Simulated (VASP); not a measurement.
# SrCl2 (Fm-3m) in VASP: further runs

The runs below take SrCl2 through electric field gradients, with LDA.

Program: VASP 6.6.1. These are calculated values, not measurements. Logs are shortened: lines on timing, memory, paths and dates and some standing lists are left out, and cuts for length are marked.

### Step 1. The cell of the first run

It takes space group Fm-3m (No. 225, cubic). Conventional cell: a = 7.017 Å, b = 7.017 Å, c = 7.017 Å, α = 90.00°, β = 90.00°, γ = 90.00°. Sr (site symmetry m-3m) has 8 Cl at 3.04 Å within 4.0 Å. Cl (site symmetry -43m) has 4 Sr at 3.04 Å and 6 Cl at 3.51 Å within 4.0 Å.

### Step 2. Electric field gradients, LDA (volume scaled by 1.02)

INCAR reads:

```
  PREC = Accurate
  ENCUT = 520
  EDIFF = 1E-8
  ISMEAR = -1
  SIGMA = 0.01
  LREAL = False
  LASPH = True
  NELM = 80
  ALGO = Normal
  ISIF = 2
  LWAVE = False
  LCHARG = False
  GGA = CA
  LEFG = True
  NBANDS = 19
```

KPOINTS reads:

```
regular mesh
0
Gamma
  8 8 8
```

POSCAR reads:

```
SrCl2
1.0
    0.0000000000      3.5085834542      3.5085834542
    3.5085834542      0.0000000000      3.5085834542
    3.5085834542      3.5085834542      0.0000000000
Sr Cl
1 2
Direct
    0.0000000000      0.0000000000      0.0000000000
    0.2500000000      0.2500000000      0.2500000000
    0.7500000000      0.7500000000      0.7500000000
```

Potentials or basis: VASP PAW LDA potentials, release 64 (Sr_sv, Cl).

Run with:

```bash
cat potpaw_LDA.64/Sr_sv/POTCAR potpaw_LDA.64/Cl/POTCAR > POTCAR
mpirun -np 1 vasp_std > vasp.out
```

OUTCAR:

```text
PREC = Accurate
   ENCUT = 520
   EDIFF = 1E-8
   ISMEAR = -1
   LREAL = False
   LASPH = True
   NELM = 80
   ISIF = 2
   GGA = CA

 ion  position               nearest neighbor table
   1  0.000  0.000  0.000-   3 3.04   3 3.04   3 3.04   2 3.04   3 3.04   2 3.04   2 3.04   2 3.04

   2  0.250  0.250  0.250-   1 3.04   1 3.04   1 3.04   1 3.04
   3  0.750  0.750  0.750-   1 3.04   1 3.04   1 3.04   1 3.04

  LATTYP: Found a face centered cubic cell.
 ALAT       =     7.0171669084

  Lattice vectors:

 A1 = (   0.0000000000,   3.5085834542,   3.5085834542)
 A2 = (   3.5085834542,   0.0000000000,   3.5085834542)
 A3 = (   3.5085834542,   3.5085834542,   0.0000000000)

Analysis of symmetry for initial positions (statically):
=====================================================================
 Subroutine PRICEL returns:
 Original cell was already a primitive cell.

 Routine SETGRP: Setting up the symmetry group for a
 face centered cubic supercell.

 Subroutine GETGRP returns: Found 48 space group operations
 (whereof 48 operations were pure point group operations)
 out of a pool of 48 trial point group operations.

The static configuration has the point symmetry O_h .

Analysis of symmetry for dynamics (positions and initial velocities):
=====================================================================
 Subroutine PRICEL returns:
 Original cell was already a primitive cell.

 Routine SETGRP: Setting up the symmetry group for a
 face centered cubic supercell.

 Subroutine GETGRP returns: Found 48 space group operations
 (whereof 48 operations were pure point group operations)
 out of a pool of 48 trial point group operations.

The dynamic configuration has the point symmetry O_h .

 Subroutine INISYM returns: Found 48 space group operations
 (whereof 48 operations are pure point group operations),
 and found     1 'primitive' translations

----------------------------------------------------------------------------------------

                                     Primitive cell

  volume of cell :      86.3824

  direct lattice vectors                    reciprocal lattice vectors
     0.000000000  3.508583454  3.508583454    -0.142507655  0.142507655  0.142507655
     3.508583454  0.000000000  3.508583454     0.142507655 -0.142507655  0.142507655
[... 125 lines left out ...]
 number of electron      23.9999997 magnetization

 Free energy of the ion-electron system (eV)
  ---------------------------------------------------
  ext. energy  EPLUGINS =         0.00000000
  ---------------------------------------------------
  free energy    TOTEN  =       -13.99832469 eV

  energy without entropy =      -13.99832469  energy(sigma->0) =      -13.99832469

 E-fermi :   0.1256     XC(G=0):  -8.7264

 val. band max:       -0.1531948542   @ k =   0.5000   0.5000   0.0000
 cond. band min:       4.6683907927   @ k =   0.0000   0.0000   0.0000
 fundamental gap:      4.8215856469
 Fermi energy:         0.1255581403

 k-point     1 :       0.0000    0.0000    0.0000
  band No.  band energies     occupation
      1     -32.9030      2.00000
      2     -14.9959      2.00000
      3     -14.9959      2.00000
      4     -14.9959      2.00000
      5     -13.3356      2.00000
      6     -12.4883      2.00000
[... 505 lines left out ...]
      6     -12.6294      2.00000
[... 11 lines left out ...]
     18       8.3493      0.00000
     19       8.8453      0.00000

 [... further k-points ...]
[... 5 lines left out ...]
  --------------------------------------------------------------------------------------
  -------------------------------------------------------------------------------------
  Total       -1.7501978     -1.7501978     -1.7501978      0.0000000     -0.0000000     -0.0000000
  in kB      -32.4617760    -32.4617760    -32.4617760      0.0000000     -0.0000000     -0.0000000
  external PRESSURE =     -32.4617760 kB  Pullay stress =       0.0000000 kB

 VOLUME and BASIS-vectors are now :
 -----------------------------------------------------------------------------
  energy-cutoff  :      520.00
  volume of cell :       86.38
      direct lattice vectors                 reciprocal lattice vectors
     0.000000000  3.508583454  3.508583454    -0.142507655  0.142507655  0.142507655
     3.508583454  0.000000000  3.508583454     0.142507655 -0.142507655  0.142507655
     3.508583454  3.508583454  0.000000000     0.142507655  0.142507655 -0.142507655

 POSITION                                       TOTAL-FORCE (eV/Angst)
 -----------------------------------------------------------------------------------
      0.00000      0.00000      0.00000        -0.000000      0.000000     -0.000000
      1.75429      1.75429      1.75429         0.000000     -0.000000     -0.000000
      5.26288      5.26288      5.26288         0.000000      0.000000      0.000000
 -----------------------------------------------------------------------------------
    total drift:                               -0.000000     -0.000000      0.000000

  FREE ENERGIE OF THE ION-ELECTRON SYSTEM (eV)
  ---------------------------------------------------
  free  energy   TOTEN  =       -13.9983246939 eV

  energy  without entropy=      -13.9983246939  energy(sigma->0) =      -13.99832469

 Electric field gradients (V/A^2)
---------------------------------------------------------------------
 ion       V_xx      V_yy      V_zz      V_xy      V_xz      V_yz
---------------------------------------------------------------------
   1       0.000     0.000    -0.000    -0.000    -0.000    -0.000
   2       0.000    -0.000    -0.000    -0.000    -0.000    -0.000
   3       0.000    -0.000    -0.000    -0.000    -0.000    -0.000
---------------------------------------------------------------------

 Electric field gradients after diagonalization (V/A^2)
 (convention: |V_zz| > |V_xx| > |V_yy|)
----------------------------------------------------------------------
 ion       V_xx      V_yy      V_zz     asymmetry (V_yy - V_xx)/ V_zz
----------------------------------------------------------------------
   1       0.000     0.000    -0.000       0.000
   2       0.000     0.000    -0.000       0.000
   3       0.000     0.000    -0.000       0.000
----------------------------------------------------------------------

           NMR quadrupolar parameters

 Cq : quadrupolar parameter    Cq=e*Q*V_zz/h
 eta: asymmetry parameters     (V_yy - V_xx)/ V_zz
 Q  : nuclear electric quadrupole moment in mb (millibarn)
----------------------------------------------------------------------
 ion       Cq(MHz)       eta       Q (mb)
----------------------------------------------------------------------
   1      -0.000       0.000       1.000
   2      -0.000       0.000       1.000
   3      -0.000       0.000       1.000
----------------------------------------------------------------------
```

OSZICAR:

```text
N       E                     dE             d eps       ncg     rms          rms(c)
DAV:   1     0.140999705246E+03    0.14100E+03   -0.11375E+04  1102   0.113E+03
DAV:   2    -0.468823566516E+01   -0.14569E+03   -0.14137E+03  1442   0.222E+02
DAV:   3    -0.140104258332E+02   -0.93222E+01   -0.92885E+01  1432   0.558E+01
DAV:   4    -0.143263385817E+02   -0.31591E+00   -0.31533E+00  1830   0.873E+00
DAV:   5    -0.143292288926E+02   -0.28903E-02   -0.28896E-02  1464   0.840E-01    0.132E+01
DAV:   6    -0.140310769441E+02    0.29815E+00   -0.56367E-01  1261   0.407E+00    0.862E+00
DAV:   7    -0.140016921447E+02    0.29385E-01   -0.27513E-01  1450   0.317E+00    0.177E+00
DAV:   8    -0.139977084385E+02    0.39837E-02   -0.48507E-02  1258   0.114E+00    0.302E-01
DAV:   9    -0.139980725502E+02   -0.36411E-03   -0.14063E-03  1322   0.226E-01    0.107E-01
DAV:  10    -0.139982857707E+02   -0.21322E-03   -0.13849E-04  1301   0.686E-02    0.224E-02
DAV:  11    -0.139983213054E+02   -0.35535E-04   -0.21953E-05  1392   0.286E-02    0.227E-02
DAV:  12    -0.139983239845E+02   -0.26791E-05   -0.47026E-06  1395   0.105E-02    0.459E-03
DAV:  13    -0.139983246829E+02   -0.69836E-06   -0.61961E-07  1329   0.402E-03    0.217E-03
DAV:  14    -0.139983246939E+02   -0.11011E-07   -0.53914E-08  1447   0.135E-03    0.115E-03
DAV:  15    -0.139983246939E+02   -0.13415E-10   -0.28007E-09   995   0.361E-04
   1 F= -.13998325E+02 E0= -.13998325E+02  d E =-.279974E-14
```

It took 55 s on 1 thread of Intel Xeon Platinum 8488C (Sapphire Rapids), shared host; peak memory 0.21 GiB.

What came out:

```yaml
Free_energy: -13.9983 eV
Pressure: -3.2 GPa
Band_gap_on_the_k_mesh: 4.82 eV, indirect (least direct gap 5.16 eV)
```

Caveat: without QUAD_EFG the Cq values of the log hold for a quadrupole moment of 1 mb, not for the nuclei.

### Step 3. Electric field gradients, LDA (volume scaled by 1.02)

INCAR reads:

```
SYSTEM = SrCl2
ALGO = Normal ; EDIFF = 1E-8
ENCUT = 520 ; ISIF = 2
ISMEAR = -1 ; LASPH = .TRUE.
LCHARG = .FALSE. ; LEFG = .TRUE.
LREAL = .FALSE. ; LWAVE = .FALSE.
NBANDS = 19 ; NELM = 100
PREC = Accurate ; SIGMA = 0.01
```

KPOINTS reads:

```
k-points
0
G
  8 8 8
  0 0 0
```

POSCAR is that of step 2.

Potentials or basis: VASP PAW LDA potentials, release 64 (Sr_sv, Cl).

Run with:

```bash
cat potpaw_LDA.64/Sr_sv/POTCAR potpaw_LDA.64/Cl/POTCAR > POTCAR
mpirun -np 1 vasp_std > vasp.out
```

OUTCAR:

```text
SYSTEM = SrCl2
   EDIFF = 1E-8
   ENCUT = 520
   ISIF = 2
   ISMEAR = -1
   LASPH = .TRUE.
   LREAL = .FALSE.
   NELM = 100
   PREC = Accurate

 ion  position               nearest neighbor table
   1  0.000  0.000  0.000-   3 3.04   3 3.04   3 3.04   2 3.04   3 3.04   2 3.04   2 3.04   2 3.04

   2  0.250  0.250  0.250-   1 3.04   1 3.04   1 3.04   1 3.04
   3  0.750  0.750  0.750-   1 3.04   1 3.04   1 3.04   1 3.04

  LATTYP: Found a face centered cubic cell.
 ALAT       =     7.0171669084

  Lattice vectors:

 A1 = (   0.0000000000,   3.5085834542,   3.5085834542)
 A2 = (   3.5085834542,   0.0000000000,   3.5085834542)
 A3 = (   3.5085834542,   3.5085834542,   0.0000000000)

Analysis of symmetry for initial positions (statically):
=====================================================================
 Subroutine PRICEL returns:
 Original cell was already a primitive cell.

 Routine SETGRP: Setting up the symmetry group for a
 face centered cubic supercell.

 Subroutine GETGRP returns: Found 48 space group operations
[... 723 lines left out ...]
 POSITION                                       TOTAL-FORCE (eV/Angst)
 -----------------------------------------------------------------------------------
      0.00000      0.00000      0.00000        -0.000000      0.000000     -0.000000
      1.75429      1.75429      1.75429         0.000000     -0.000000     -0.000000
      5.26288      5.26288      5.26288         0.000000      0.000000      0.000000
 -----------------------------------------------------------------------------------
    total drift:                               -0.000000     -0.000000      0.000000

  FREE ENERGIE OF THE ION-ELECTRON SYSTEM (eV)
  ---------------------------------------------------
  free  energy   TOTEN  =       -13.9983246939 eV

  energy  without entropy=      -13.9983246939  energy(sigma->0) =      -13.99832469

 Electric field gradients (V/A^2)
---------------------------------------------------------------------
 ion       V_xx      V_yy      V_zz      V_xy      V_xz      V_yz
---------------------------------------------------------------------
   1       0.000     0.000    -0.000    -0.000    -0.000    -0.000
   2       0.000    -0.000    -0.000    -0.000    -0.000    -0.000
   3       0.000    -0.000    -0.000    -0.000    -0.000    -0.000
---------------------------------------------------------------------

 Electric field gradients after diagonalization (V/A^2)
 (convention: |V_zz| > |V_xx| > |V_yy|)
----------------------------------------------------------------------
 ion       V_xx      V_yy      V_zz     asymmetry (V_yy - V_xx)/ V_zz
----------------------------------------------------------------------
   1       0.000     0.000    -0.000       0.000
   2       0.000     0.000    -0.000       0.000
   3       0.000     0.000    -0.000       0.000
----------------------------------------------------------------------

           NMR quadrupolar parameters

 Cq : quadrupolar parameter    Cq=e*Q*V_zz/h
 eta: asymmetry parameters     (V_yy - V_xx)/ V_zz
 Q  : nuclear electric quadrupole moment in mb (millibarn)
----------------------------------------------------------------------
 ion       Cq(MHz)       eta       Q (mb)
----------------------------------------------------------------------
   1      -0.000       0.000       1.000
   2      -0.000       0.000       1.000
   3      -0.000       0.000       1.000
----------------------------------------------------------------------
```

stdout:

```text
POSCAR found type information on POSCAR SrCl
 POSCAR found :  2 types and       3 ions
 scaLAPACK will be used
 LDA part: xc-table for (Slater(with rela. corr.)+CA(PZ))
 , standard interpolation
 POSCAR, INCAR and KPOINTS ok, starting setup
 FFT: planning ... GRIDC
 FFT: planning ... GRID_SOFT
 FFT: planning ... GRID
 WAVECAR not read
 entering main loop
ion   1

ion   2

ion   3
```

It took 53 s on 1 thread of Intel Xeon Platinum 8488C (Sapphire Rapids), shared host; peak memory 0.21 GiB.

What came out:

* Free energy: -13.9983 eV
* Pressure: -3.2 GPa
* Band gap on the k mesh: 4.82 eV, indirect (least direct gap 5.16 eV)

Caveat: without QUAD_EFG the Cq values of the log hold for a quadrupole moment of 1 mb, not for the nuclei.

### Step 4. Electric field gradients, LDA (volume scaled by 1.06)

INCAR reads:

```
SYSTEM = SrCl2
  ALGO = Normal
  EDIFF = 1E-8
  ENCUT = 520
  GGA = CA
  ISIF = 2
  ISMEAR = -1
  LASPH = .TRUE.
  LCHARG = .FALSE.
  LEFG = .TRUE.
  LREAL = .FALSE.
  LWAVE = .FALSE.
  NBANDS = 19
  NELM = 60
  PREC = Accurate
  SIGMA = 0.01
```

KPOINTS is that of step 3.

POSCAR reads:

```
SrCl2
1.0
    0.0000000000      3.5538604926      3.5538604926
    3.5538604926      0.0000000000      3.5538604926
    3.5538604926      3.5538604926      0.0000000000
Sr Cl
1 2
Direct
    0.0000000000      0.0000000000      0.0000000000
    0.2500000000      0.2500000000      0.2500000000
    0.7500000000      0.7500000000      0.7500000000
```

Potentials or basis: VASP PAW LDA potentials, release 64 (Sr_sv, Cl).

Run with:

```bash
cat potpaw_LDA.64/Sr_sv/POTCAR potpaw_LDA.64/Cl/POTCAR > POTCAR
mpirun -np 1 vasp_std > vasp.out
```

OUTCAR:

```text
SYSTEM = SrCl2
   EDIFF = 1E-8
   ENCUT = 520
   GGA = CA
   ISIF = 2
   ISMEAR = -1
   LASPH = .TRUE.
   LREAL = .FALSE.
   NELM = 60
   PREC = Accurate

 ion  position               nearest neighbor table
   1  0.000  0.000  0.000-   3 3.08   3 3.08   3 3.08   2 3.08   3 3.08   2 3.08   2 3.08   2 3.08

   2  0.250  0.250  0.250-   1 3.08   1 3.08   1 3.08   1 3.08
   3  0.750  0.750  0.750-   1 3.08   1 3.08   1 3.08   1 3.08

  LATTYP: Found a face centered cubic cell.
 ALAT       =     7.1077209852

[... 748 lines left out ...]
  free  energy   TOTEN  =       -13.9197609577 eV

  energy  without entropy=      -13.9197609577  energy(sigma->0) =      -13.91976096

 Electric field gradients (V/A^2)
---------------------------------------------------------------------
 ion       V_xx      V_yy      V_zz      V_xy      V_xz      V_yz
---------------------------------------------------------------------
   1      -0.000    -0.000    -0.000     0.000     0.000     0.000
   2       0.000     0.000     0.000     0.000     0.000     0.000
   3       0.000     0.000     0.000     0.000     0.000     0.000
---------------------------------------------------------------------

 Electric field gradients after diagonalization (V/A^2)
 (convention: |V_zz| > |V_xx| > |V_yy|)
----------------------------------------------------------------------
 ion       V_xx      V_yy      V_zz     asymmetry (V_yy - V_xx)/ V_zz
----------------------------------------------------------------------
   1      -0.000    -0.000     0.000       0.000
   2      -0.000    -0.000     0.001       0.000
   3      -0.000    -0.000     0.001       0.000
----------------------------------------------------------------------

           NMR quadrupolar parameters

 Cq : quadrupolar parameter    Cq=e*Q*V_zz/h
 eta: asymmetry parameters     (V_yy - V_xx)/ V_zz
 Q  : nuclear electric quadrupole moment in mb (millibarn)
----------------------------------------------------------------------
 ion       Cq(MHz)       eta       Q (mb)
----------------------------------------------------------------------
   1       0.000       0.000       1.000
   2       0.000       0.000       1.000
   3       0.000       0.000       1.000
----------------------------------------------------------------------
```

It took 58 s on 1 thread of Intel Xeon Platinum 8488C (Sapphire Rapids), shared host; peak memory 0.21 GiB.

Results:

```
Free energy            : -13.9198 eV
Pressure               : -4.2 GPa
Band gap on the k mesh : 4.68 eV, indirect (least direct gap 5.01 eV)
```

Caveat: without QUAD_EFG the Cq values of the log hold for a quadrupole moment of 1 mb, not for the nuclei. A k mesh can miss the band edges.
